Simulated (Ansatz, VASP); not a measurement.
# GaCo: VASP beside Ansatz

```
Ga Co
1.0
     2.87800    0.00000    0.00000
     0.00000    2.87800    0.00000
     0.00000    0.00000    2.87800
Ga Co
1 1
Direct
  0.50000 0.50000 0.50000
  0.00000 0.00000 0.00000
```

Alike in both runs: task relaxation of cell and atoms; functional revPBE; k mesh 9 × 9 × 9; occupations methfessel-paxton of order 1, width 0.2 eV; collinear spin; Hubbard terms Co d U = 3.5 eV.

|  | VASP | Ansatz |
| --- | --- | --- |
| version | VASP 6.6.1 | Ansatz 0.2.0 |
| potentials or method | VASP PAW PBE potentials, release 64 (Ga_d, Co), cutoff 600 eV | all-electron LAPW, scalar-relativistic |

|  | VASP | Ansatz | Ansatz less VASP |
| --- | --- | --- | --- |
| gap on the k mesh at the Fermi level, each at its own relaxed structure (eV) | none | none | - |
| net moment per atom (μB) | 0.74 | 0.74 | +0.003 |
| size of the moment on the site where the two differ most (μB) | 0.08 | 0.08 | +0.001 |
| relaxed volume (Å³/atom) | 13.73 | 14.00 | +0.270 |
| relaxed cell length with the largest relative difference (Å) | 3.017 | 3.036 | +0.0196 |

VASP's potentials were made for PBE, not for revPBE. Site moments also hang on the region over which each program counts them. The programs project onto different local orbitals, so the same U acts differently, and such runs can settle in different states. A gap of «none» marks a metal or a gap that the smearing closes. Ansatz ran all-electron here, and VASP with PAW potentials.

Noted on VASP's run: the volume moved by over 15 % at a fixed basis, so the end points are rough. Noted on Ansatz's run: the magnetic state may not be the lowest; the volume moved by over 15 % at a fixed basis, so the end points are rough; U is the effective U less J, on atomic orbitals that reach past the spheres.
